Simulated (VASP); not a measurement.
Write the native input for VASP 6.6.1 that does the following.

```yaml
Task: single point
Functional: PBE
Dispersion: D3(BJ)
Potentials_or_basis: VASP PAW PBE potentials, release 64 (C)
Cutoff: 520 eV
k_mesh: 21 × 21 × 1
Occupations: gaussian, width 0.1 eV
Spin: no spin polarisation
Dipole_correction: yes
Further_INCAR_settings: ALGO = Normal; EDIFF = 1e-07; NBANDS = 11
```

The structure of C lies in POSCAR:

```
C
1.0
    2.3280000000      0.0000000000      0.0000000000
   -1.1640000000      2.0161071400      0.0000000000
    0.0000000000      0.0000000000     26.0024170307
C
2
Direct
    0.6666666667      0.3333333333      0.5164792373
    0.3333333333      0.6666666667      0.4835207627
```

These files were run (other wordings do the same):

INCAR

```
ALGO = Normal
DIPOL = 0.5 0.5 0.500
EDIFF = 1E-7
ENCUT = 520
GGA = PE
IDIPOL = 3
ISIF = 2
ISMEAR = 0
IVDW = 12
LASPH = True
LCHARG = False
LDIPOL = True
LREAL = False
LWAVE = False
NBANDS = 11
NELM = 80
PREC = Accurate
SIGMA = 0.1
```

KPOINTS

```
k-points
0
Gamma
  21 21 1
```

Potentials or basis: VASP PAW PBE potentials, release 64 (C).

The run is started by

```bash
$ cat potpaw_PBE.64/C/POTCAR > POTCAR
$ mpirun -np 1 vasp_std > vasp.out
```

It gave:

```yaml
Largest_force: 8.121 eV/Å
Band_gap_on_the_k_mesh: zero (band 4 reaches -2.09 eV, above the bottom of band 5 at -4.76 eV)
Dispersion_energy_per_atom: -0.083 eV
```

It took 3.3 min on 1 thread of AMD EPYC 7R13 Processor (Zen 3) (shared host), peak memory 0.22 GiB.
